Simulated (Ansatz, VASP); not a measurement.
Al2InN3 in VASP and in Ansatz

File INCAR:

```
ALGO = Normal
EDIFF = 1E-6
ENCUT = 520
GGA = PE
ISIF = 2
ISMEAR = 0
LASPH = True
LCHARG = False
LREAL = False
LWAVE = False
NBANDS = 46
NELM = 100
PREC = Accurate
SIGMA = 0.05
```

The input KPOINTS:

```
k-points
0
Gamma
  6 6 6
```

POSCAR

```
Al2InN3
1.0
    5.0156457097     -3.0428883887      0.0000000000
    5.0156457097      3.0428883887      0.0000000000
    0.0000000000      0.0000000000      5.3548507250
Al In N
4 2 6
Direct
    0.0084427086      0.3348641725      0.9917411822
    0.6651358275      0.9915572914      0.9917411822
    0.9915572914      0.6651358275      0.4917411822
    0.3348641725      0.0084427086      0.4917411822
    0.3220722962      0.6779277038      0.9869930315
    0.6779277038      0.3220722962      0.4869930315
    0.0367610679      0.3336262977      0.3556963910
    0.6663737023      0.9632389321      0.3556963910
    0.9632389321      0.6663737023      0.8556963910
    0.3336262977      0.0367610679      0.8556963910
    0.2982358752      0.7017641248      0.4061317922
    0.7017641248      0.2982358752      0.9061317922
```

Input for Ansatz:

```yaml
crystal:
  lattice:
    - [5.0156457097, -3.0428883887, 0.0]
    - [5.0156457097, 3.0428883887, 0.0]
    - [0.0, 0.0, 5.354850725]
  atoms:
    - { symbol: Al, position: [0.0084427086, 0.3348641725, 0.9917411822] }
    - { symbol: Al, position: [0.6651358275, 0.9915572914, 0.9917411822] }
    - { symbol: Al, position: [0.9915572914, 0.6651358275, 0.4917411822] }
    - { symbol: Al, position: [0.3348641725, 0.0084427086, 0.4917411822] }
    - { symbol: In, position: [0.3220722962, 0.6779277038, 0.9869930315] }
    - { symbol: In, position: [0.6779277038, 0.3220722962, 0.4869930315] }
    - { symbol: "N", position: [0.0367610679, 0.3336262977, 0.355696391] }
    - { symbol: "N", position: [0.6663737023, 0.9632389321, 0.355696391] }
    - { symbol: "N", position: [0.9632389321, 0.6663737023, 0.855696391] }
    - { symbol: "N", position: [0.3336262977, 0.0367610679, 0.855696391] }
    - { symbol: "N", position: [0.2982358752, 0.7017641248, 0.4061317922] }
    - { symbol: "N", position: [0.7017641248, 0.2982358752, 0.9061317922] }
basis:
  ecutwfc: 520.0
kpoints:
  mp_grid: { grid: [6, 6, 6] }
hamiltonian:
  xc: pbe
  pseudopotentials: { kind: paw, azcp: { folder: soft_1 } }
scf:
  occupations: { method: gaussian, width: 0.05 }
output:
  forces: true
  stress: true
  eigenvalues: true
```

Change from the starting cell: volume 13.621 Å^3 an atom, stretch along b over the lengths across it, relative to the relaxed cell 1.0549.

Alike in both runs: task single point; functional PBE; k mesh 6 × 6 × 6; occupations gaussian, width 0.05 eV; no spin polarisation.

```csv
,VASP,Ansatz
version,VASP 6.6.1,Ansatz 0.2.0
potentials or method,"VASP PAW PBE potentials, release 64 (Al, In_d, N), cutoff 520 eV","scalar-relativistic, plane waves, PAW"
valence electrons in the cell,68,68
```

```tsv
	VASP	Ansatz	Ansatz less VASP
gap on the k mesh at the Fermi level (eV)	1.49	1.49	+0.002
least direct gap on the mesh (eV)	1.49	1.49	+0.002
pressure (GPa)	-14.8	-14.7	+0.05
traceless stress, the component that is largest in VASP (GPa)	-7.33	-7.27	+0.056
rms of the force components (eV/Å)	0.115	0.113	-0.0016
```

Atom by atom the forces differ by 0.008 eV/Å (rms over components). The functional is the same, so the differences come from potentials, cutoffs and numerics.
